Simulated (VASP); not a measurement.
Wanted: the native input for a VASP 6.6.1 run.

```yaml
Task: single point
Functional: PBE
Potentials_or_basis: VASP PAW PBE potentials, release 64 (Sr_sv, Ti_sv, O)
Cutoff: 520 eV
k_mesh: 8 × 8 × 8
Occupations: gaussian, width 0.05 eV
Spin: no spin polarisation
Dipole_correction: no
Further_INCAR_settings: ALGO = Normal; EDIFF = 1e-07; NBANDS = 28
```

The structure of SrTiO3 lies in POSCAR:

```
SrTiO3
1.0
    3.9364094381      0.0000000000      0.0000000000
    0.0000000000      3.9364094381      0.0000000000
    0.0000000000      0.0000000000      3.9364094381
Sr Ti O
1 1 3
Direct
    0.0147246447      0.0000000000      0.0000000000
    0.4982750673      0.5000000000      0.5000000000
   -0.0245923069      0.5000000000      0.5000000000
    0.4745561068      0.0000000000      0.5000000000
    0.4745561068      0.5000000000      0.0000000000
```

This cell differs from its parent crystal: mode 1 frozen in at -0.077 Å and mode 7 at +0.058 Å (largest displacements).

These files were run (other wordings do the same):

INCAR

```
PREC = Accurate
ENCUT = 520
EDIFF = 1E-7
ISMEAR = 0
SIGMA = 0.05
LREAL = False
LASPH = True
NELM = 100
ALGO = Normal
ISIF = 2
LWAVE = False
LCHARG = True
GGA = PE
LELF = True
LVHAR = True
NBANDS = 28
```

KPOINTS

```
regular mesh
0
Gamma
  8 8 8
```

Potentials or basis: VASP PAW PBE potentials, release 64 (Sr_sv, Ti_sv, O).

Command:

```sh
$ cat potpaw_PBE.64/Sr_sv/POTCAR potpaw_PBE.64/Ti_sv/POTCAR potpaw_PBE.64/O/POTCAR > POTCAR
$ mpirun -np 1 vasp_std > vasp.out
```

Results of the run:

| Property | Result |
| --- | --- |
| Pressure | 1.5 GPa |
| Largest force | 0.279 eV/Å |
| Band gap on the k mesh | 1.87 eV, indirect (least direct gap 2.31 eV) |

Caveat: the cell differs from its parent crystal (mode 1 frozen in at -0.077 Å and mode 7 at +0.058 Å (largest displacements)).

Run time: 97 s on 1 thread of Intel(R) Xeon(R) Platinum 8488C (Sapphire Rapids), with other jobs on the host, peak memory 0.25 GiB.
